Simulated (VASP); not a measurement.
# AlP in VASP: relaxation of the atoms with PBEsol

Aim: the relaxation of the atoms of AlP with PBEsol.

Everything below comes from runs of VASP 6.6.1. Logs are shortened: lines on timing, memory, paths and dates and some standing lists are left out, and cuts for length are marked.

### Step 1. The cell of the first run

The cell holds a slab with vacuum, 12 atoms: a = 3.868 Å, b = 5.470 Å, c = 24.670 Å, α = 90.00°, β = 90.00°, γ = 90.00°.

### Step 2. Relaxation of the atoms, PBEsol

Contents of INCAR:

```
SYSTEM = AlP
ALGO = Normal
DIPOL = 0.5 0.5 0.500
EDIFF = 1E-7
EDIFFG = -0.02
ENCUT = 450
GGA = PS
GGA_COMPAT = .False.
IBRION = 2
IDIPOL = 3
ISIF = 2
ISMEAR = 0
KPAR = 4
LASPH = .True.
LCHARG = .False.
LDIPOL = .True.
LREAL = .False.
LWAVE = .False.
NELM = 120
NELMDL = -8
NELMIN = 4
NSW = 80
PREC = Accurate
SIGMA = 0.05
```

Contents of KPOINTS:

```
k-points
0
Gamma
  7 5 1
  0 0 0
```

Contents of POSCAR:

```
AlP
1.0
    3.8681183841      0.0000000000      0.0000000000
    0.0000000000      5.4703454796      0.0000000000
    0.0000000000      0.0000000000     24.6702959601
Al P
6 6
Direct
    0.5000000000      0.5000000000      0.3040093241
    0.0000000000      0.0000000000      0.3824055945
    0.5000000000      0.5000000000      0.4608018648
    0.0000000000      0.0000000000      0.5391981352
    0.5000000000      0.5000000000      0.6175944055
    0.0000000000      0.0000000000      0.6959906759
    0.0000000000      0.2500000000      0.3040093241
    0.5000000000      0.7500000000      0.3824055945
    0.0000000000      0.2500000000      0.4608018648
    0.5000000000      0.7500000000      0.5391981352
    0.0000000000      0.2500000000      0.6175944055
    0.5000000000      0.7500000000      0.6959906759
```

Potentials or basis: VASP PAW PBE potentials, release 64 (Al, P).

Started as:

```bash
$ cat potpaw_PBE.64/Al/POTCAR potpaw_PBE.64/P/POTCAR > POTCAR
$ mpirun -np 4 vasp_std > vasp.out
```

OUTCAR:

```text
SYSTEM = AlP
   EDIFF = 1E-7
   EDIFFG = -0.02
   ENCUT = 450
   GGA = PS
   IBRION = 2
   ISIF = 2
   ISMEAR = 0
   LASPH = .True.
   LREAL = .False.
   NELM = 120
   NELMDL = -8
   NELMIN = 4
   NSW = 80
   PREC = Accurate

 ion  position               nearest neighbor table
   1  0.500  0.500  0.304-   7 2.37   7 2.37   8 2.37
   2  0.000  0.000  0.382-   9 2.37   8 2.37   8 2.37   7 2.37
   3  0.500  0.500  0.461-   8 2.37   9 2.37   9 2.37  10 2.37
   4  0.000  0.000  0.539-  11 2.37  10 2.37  10 2.37   9 2.37
   5  0.500  0.500  0.618-  10 2.37  11 2.37  11 2.37  12 2.37
   6  0.000  0.000  0.696-  12 2.37  12 2.37  11 2.37
   7  0.000  0.250  0.304-   1 2.37   1 2.37   2 2.37
   8  0.500  0.750  0.382-   3 2.37   2 2.37   2 2.37   1 2.37
   9  0.000  0.250  0.461-   2 2.37   3 2.37   3 2.37   4 2.37
  10  0.500  0.750  0.539-   5 2.37   4 2.37   4 2.37   3 2.37
  11  0.000  0.250  0.618-   4 2.37   5 2.37   5 2.37   6 2.37
  12  0.500  0.750  0.696-   6 2.37   6 2.37   5 2.37

  LATTYP: Found a simple orthorhombic cell.
 ALAT       =     3.8681183841
 B/A-ratio  =     1.4142135624
 C/A-ratio  =     6.3778544270

  Lattice vectors:

 A1 = (   3.8681183841,   0.0000000000,   0.0000000000)
 A2 = (   0.0000000000,   5.4703454796,   0.0000000000)
 A3 = (   0.0000000000,   0.0000000000,  24.6702959601)

Analysis of symmetry for initial positions (statically):
=====================================================================
 Subroutine PRICEL returns:
 Original cell was already a primitive cell.

 Routine SETGRP: Setting up the symmetry group for a
 simple orthorhombic supercell.

 Subroutine GETGRP returns: Found  4 space group operations
 (whereof  2 operations were pure point group operations)
 out of a pool of  8 trial point group operations.

The static configuration has the point symmetry C_1h.
 The point group associated with its full space group is C_2v.

Analysis of symmetry for dynamics (positions and initial velocities):
=====================================================================
 Subroutine PRICEL returns:
 Original cell was already a primitive cell.

 Routine SETGRP: Setting up the symmetry group for a
 simple orthorhombic supercell.

 Subroutine GETGRP returns: Found  4 space group operations
 (whereof  2 operations were pure point group operations)
 out of a pool of  8 trial point group operations.

The dynamic configuration has the point symmetry C_1h.
 The point group associated with its full space group is C_2v.

 Subroutine INISYM returns: Found  4 space group operations
 (whereof  2 operations are pure point group operations),
 and found     1 'primitive' translations

----------------------------------------------------------------------------------------

                                     Primitive cell

  volume of cell :     522.0221

  direct lattice vectors                    reciprocal lattice vectors
     3.868118384  0.000000000  0.000000000     0.258523628  0.000000000  0.000000000
     0.000000000  5.470345480  0.000000000     0.000000000  0.182803811  0.000000000
     0.000000000  0.000000000 24.670295960     0.000000000  0.000000000  0.040534577

  length of vectors
     3.868118384  5.470345480 24.670295960     0.258523628  0.182803811  0.040534577

  position of ions in fractional coordinates (direct lattice)
     0.500000000  0.500000000  0.304009324
     0.000000000  0.000000000  0.382405594
     0.500000000  0.500000000  0.460801865
     0.000000000  0.000000000  0.539198135
     0.500000000  0.500000000  0.617594406
     0.000000000  0.000000000  0.695990676
     0.000000000  0.250000000  0.304009324
     0.500000000  0.750000000  0.382405594
     0.000000000  0.250000000  0.460801865
     0.500000000  0.750000000  0.539198135
     0.000000000  0.250000000  0.617594406
     0.500000000  0.750000000  0.695990676

  ion indices of the primitive-cell ions
   primitive index   ion index
                 1           1
                 2           2
                 3           3
                 4           4
                 5           5
                 6           6
                 7           7
[... 42 lines left out ...]
  0.000000  0.400000  0.000000      2.000000
  0.142857  0.400000  0.000000      4.000000
  0.285714  0.400000  0.000000      4.000000
  0.428571  0.400000  0.000000      4.000000
   k-points           NKPTS =     12   k-points in BZ     NKDIM =     12   number of bands    NBANDS=     31
   number of dos      NEDOS =    301   number of ions     NIONS =     12
   total plane-waves  NPLWV = 201600
   dimension x,y,z NGX =    28 NGY =   40 NGZ =  180
   dimension x,y,z NGXF=    56 NGYF=   80 NGZF=  360
   ions per type =               6   6
   NGX,Y,Z   is equivalent  to a cutoff of  12.03, 12.16, 12.13 a.u.
   NGXF,Y,Z  is equivalent  to a cutoff of  24.07, 24.31, 24.26 a.u.
 SYSTEM =  AlP
   PREC   = accura    normal or accurate (medium, high low for compatibility)
   ISTART =      0    job   : 0-new  1-cont  2-samecut
   ICHARG =      2    charge: 1-file 2-atom 10-const
   ISPIN  =      1    spin polarized calculation?
   LNONCOLLINEAR =      F non collinear calculations
   LSORBIT =      F    spin-orbit coupling
   LASPH  =      T    aspherical Exc in radial PAW
   ENCUT  =  450.0 eV  33.07 Ry    5.75 a.u.   6.69  9.46 42.67*2*pi/ulx,y,z
   NELM   =    120;   NELMIN=  4; NELMDL= -8     # of ELM steps
   EDIFF  = 0.1E-06   stopping-criterion for ELM
   LREAL  =      F    real-space projection
   EDIFFG = -.2E-01   stopping-criterion for IOM
   NSW    =     80    number of steps for IOM
   IBRION =      2    ionic relax: 0-MD 1-quasi-New 2-CG
   NFREE  =      1    steps in history (QN), initial steepest desc. (CG)
   ISIF   =      2    stress and relaxation
   ISYM   =      2    0-nonsym 1-usesym 2-fastsym
   POTIM  = 0.5000    time-step for ionic-motion
   TEBEG  =    0.0;   TEEND  =   0.0 temperature during run
   PSTRESS=    0.0 pullay stress
   NELECT =      48.0000    total number of electrons
   NUPDOWN=      -1.0000    fix difference up-down
   EMIN   =  10.00;   EMAX   =-10.00  energy-range for DOS
   EFERMI =   0.00;   METHOD = LEGACY
   ISMEAR =     0;   SIGMA  =   0.05  broadening in eV -4-tet -1-fermi 0-gaus
   EFERMI_NEDOS =   21; number of points for ismear=-14 and -15
   IALGO  =     38    algorithm
   IMIX   =      4    mixing-type and parameters
     AMIX     =   0.40;   BMIX     =  1.00
     AMIX_MAG =   1.60;   BMIX_MAG =  1.00
  volume/ion in A,a.u.               =      43.50       293.56
  Fermi-wavevector in a.u.,A,eV,Ry     =   0.738911  1.396340  7.428643  0.545990
  Thomas-Fermi vector in A             =   1.832948
   LORBIT       =      0    0 simple, 1 ext, 2 COOP (PROOUT), +10 PAW based schemes
   GGA     = PS    functional components
   LHFCALC =     F    Hartree Fock is set to
   AEXX    =    0.0000 exact exchange contribution
   IVDW    =     0    specifies the selected vdW correction
   LEPSILON=     F    determine dielectric tensor
   LRPA    =     F    only Hartree local field effects (RPA)
 conjugate gradient relaxation of ions
 non-spin polarized calculation
 Gauss-broadening in eV      SIGMA  =   0.05
  energy-cutoff  :      450.00
  volume of cell :      522.02
 maximum number of plane-waves:     11367
 NGX is ok and might be reduce to    28
   NGX = 13   NGY = 19   NGZ = 85

--------------------------------------- Ionic step        1  -------------------------------------------

 number of electron      48.0000003 magnetization

 Free energy of the ion-electron system (eV)
  ---------------------------------------------------
  ext. energy  EPLUGINS =         0.00000000
  ---------------------------------------------------
  free energy    TOTEN  =       -61.97412879 eV

  energy without entropy =      -61.97412879  energy(sigma->0) =      -61.97412879

------------------------ aborting loop because EDIFF is reached ----------------------------------------

  FORCE on cell =-STRESS in cart. coord.  units (eV):
  Direction    XX          YY          ZZ          XY          YZ          ZX
  --------------------------------------------------------------------------------------
  -------------------------------------------------------------------------------------
  Total       -3.3291015     -4.0156965     -1.0003445      0.0000000      0.0000000      0.0000000
  in kB      -10.2175965    -12.3248769     -3.0702326      0.0000000      0.0000000      0.0000000
  external PRESSURE =      -8.5375687 kB  Pullay stress =       0.0000000 kB
[... 119 lines left out ...]
  FREE ENERGIE OF THE ION-ELECTRON SYSTEM (eV)
  ---------------------------------------------------
  free  energy   TOTEN  =       -62.7901297652 eV

  energy  without entropy=      -62.7901297652  energy(sigma->0) =      -62.79012977

[... ionic steps 4 to 15 ...]

--------------------------------------- Ionic step       16  -------------------------------------------

 number of electron      48.0000004 magnetization

------------------------ aborting loop because EDIFF is reached ----------------------------------------
[... 81 lines left out ...]
  FREE ENERGIE OF THE ION-ELECTRON SYSTEM (eV)
  ---------------------------------------------------
  free  energy   TOTEN  =       -63.3626671787 eV

  energy  without entropy=      -63.3626671787  energy(sigma->0) =      -63.36266718

 dipolmoment           0.000000      0.000000     -0.000000 electrons x Angstroem

--------------------------------------- Ionic step       18  -------------------------------------------

 number of electron      48.0000003 magnetization

 dipolmoment           0.000000      0.000000      0.000000 electrons x Angstroem

 Free energy of the ion-electron system (eV)
  ---------------------------------------------------
  ext. energy  EPLUGINS =         0.00000000
  ---------------------------------------------------
  free energy    TOTEN  =       -63.36293411 eV

  energy without entropy =      -63.36293411  energy(sigma->0) =      -63.36293411

 E-fermi :  -0.6641     XC(G=0):  -4.9415

 val. band max:       -0.9138536385   @ k =   0.0000   0.0000   0.0000
 cond. band min:       0.2669995174   @ k =   0.4286   0.0000   0.0000
 fundamental gap:      1.1808531559
 Fermi energy:        -0.6641056609

 k-point     1 :       0.0000    0.0000    0.0000
  band No.  band energies     occupation
      1     -12.2390      2.00000
      2     -11.7756      2.00000
      3     -10.9701      2.00000
      4     -10.3178      2.00000
      5     -10.0015      2.00000
      6      -9.9874      2.00000
[... 397 lines left out ...]
     30       2.9395      0.00000
     31       3.3393      0.00000

------------------------ aborting loop because EDIFF is reached ----------------------------------------

 vacuum level on the upper side and lower side of the slab       (xc-potential included)        -0.015        -0.015

  FORCE on cell =-STRESS in cart. coord.  units (eV):
  Direction    XX          YY          ZZ          XY          YZ          ZX
  --------------------------------------------------------------------------------------
  -------------------------------------------------------------------------------------
  Total       -2.5359670     -1.2257402     -0.2102718      0.0000000      0.0000000      0.0000000
  in kB       -7.7833277     -3.7620116     -0.6453611      0.0000000      0.0000000      0.0000000
  external PRESSURE =      -4.0635668 kB  Pullay stress =       0.0000000 kB
[... 27 lines left out ...]
  FREE ENERGIE OF THE ION-ELECTRON SYSTEM (eV)
  ---------------------------------------------------
  free  energy   TOTEN  =       -63.3629341089 eV

  energy  without entropy=      -63.3629341089  energy(sigma->0) =      -63.36293411

 reached required accuracy - stopping structural energy minimisation

 vacuum level on the upper side and lower side of the slab         4.790         4.790
```

Wall time 13 min (4 MPI ranks of Intel Xeon Platinum 8488C (Sapphire Rapids), shared host); peak memory 0.56 GiB.

Results:

- Free energy: -63.3629 eV
- Energy gained by relaxing: 115.7 meV/atom
- Ionic steps: 18
- Largest force after relaxing: 0.014 eV/Å
- Band gap on the k mesh: 1.18 eV (least direct gap 1.65 eV)

Forces on the atoms (eV/Å):
```
Al   0.000 -0.006  0.011
Al   0.000 -0.011  0.004
Al   0.000  0.008 -0.012
Al   0.000  0.008  0.012
Al   0.000 -0.011 -0.004
Al   0.000 -0.006 -0.011
P    0.000  0.011  0.006
P    0.000  0.007  0.002
P    0.000 -0.009  0.007
P    0.000 -0.009 -0.007
P    0.000  0.007 -0.002
P    0.000  0.011 -0.006
```

The path:
```tsv
step	energy change (eV)	largest force (eV/Å)	pressure (GPa)
1	0.0000	2.0099	-0.85
2	-0.5000	1.4143	-0.62
3	-0.8160	0.9311	-0.28
4	-1.1366	0.5562	-0.46
5	-1.2847	0.4874	-0.65
6	-1.3324	0.3168	-0.68
7	-1.3324	0.3195	-0.68
8	-1.3564	0.2190	-0.65
9	-1.3667	0.2355	-0.61
10	-1.3818	0.1375	-0.55
11	-1.3850	0.1002	-0.50
12	-1.3867	0.0499	-0.49
13	-1.3868	0.0497	-0.49
14	-1.3875	0.0338	-0.48
15	-1.3880	0.0578	-0.47
16	-1.3885	0.0218	-0.44
17	-1.3885	0.0276	-0.43
18	-1.3888	0.0142	-0.41
```

Final structure:
```cif
data_structure
_symmetry_space_group_name_H-M 'P 1'
_symmetry_Int_Tables_number 1
_cell_length_a 3.8681
_cell_length_b 5.4703
_cell_length_c 24.6703
_cell_angle_alpha 90.000
_cell_angle_beta 90.000
_cell_angle_gamma 90.000
_cell_volume 522.02
loop_
_atom_site_label
_atom_site_type_symbol
_atom_site_fract_x
_atom_site_fract_y
_atom_site_fract_z
_atom_site_occupancy
Al1 Al 0.50000 0.44154 0.32275 1
Al2 Al 0.00000 0.01953 0.37826 1
Al3 Al 0.50000 0.51637 0.46245 1
Al4 Al 0.00000 0.01637 0.53755 1
Al5 Al 0.50000 0.51953 0.62174 1
Al6 Al 0.00000 0.94154 0.67725 1
P1 P 0.00000 0.23984 0.29598 1
P2 P 0.50000 0.76892 0.38340 1
P3 P 0.00000 0.26380 0.45900 1
P4 P 0.50000 0.76380 0.54100 1
P5 P 0.00000 0.26892 0.61660 1
P6 P 0.50000 0.73984 0.70402 1
```

Caveat: the PAW data sets were made with another functional, which shifts forces and pressure a little.
